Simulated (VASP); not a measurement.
Input of a VASP 6.6.1 run:

Contents of INCAR:

```
  PREC = Accurate
  ENCUT = 500
  EDIFF = 1E-6
  ISMEAR = 0
  SIGMA = 0.15
  LREAL = False
  LASPH = True
  NELM = 120
  ALGO = Normal
  ISIF = 2
  LWAVE = False
  LCHARG = False
  GGA = PE
  NBANDS = 18
  GGA_COMPAT = False
```

Contents of KPOINTS:

```
regular mesh
0
Gamma
  18 18 10
```

POSCAR

```
Ta
1.0
   -1.6512800000      1.6512800000      1.6512800000
    1.6512800000     -1.6512800000      1.6512800000
    3.3025600000      3.3025600000      0.0000000000
Ta
2
Direct
   -0.0227096555     -0.0227096555      0.0000000000
    0.5227096555      0.5227096555      0.5000000000
```

Potentials or basis: VASP PAW PBE potentials, release 64 (Ta_pv).

Command:

```console
$ cat potpaw_PBE.64/Ta_pv/POTCAR > POTCAR
$ mpirun -np 1 vasp_std > vasp.out
```

(1) Estimate the largest force.

(2) What does it give for the band gap on the k mesh?

(3) Predict the pressure.

## Answers

(1) 1.004 eV/Å.

(2) zero (bands 11 and 12 overlap by 2.77 eV).

(3) 3.6 GPa.

Caveat: the cell differs from its parent crystal (atoms displaced along a vibrational mode); the cell stands under pressure; spin-orbit coupling is left out, which moves the levels of the heavy elements; forces of over 1 eV/Å act on the atoms, so gaps and moduli don't describe the material at rest.
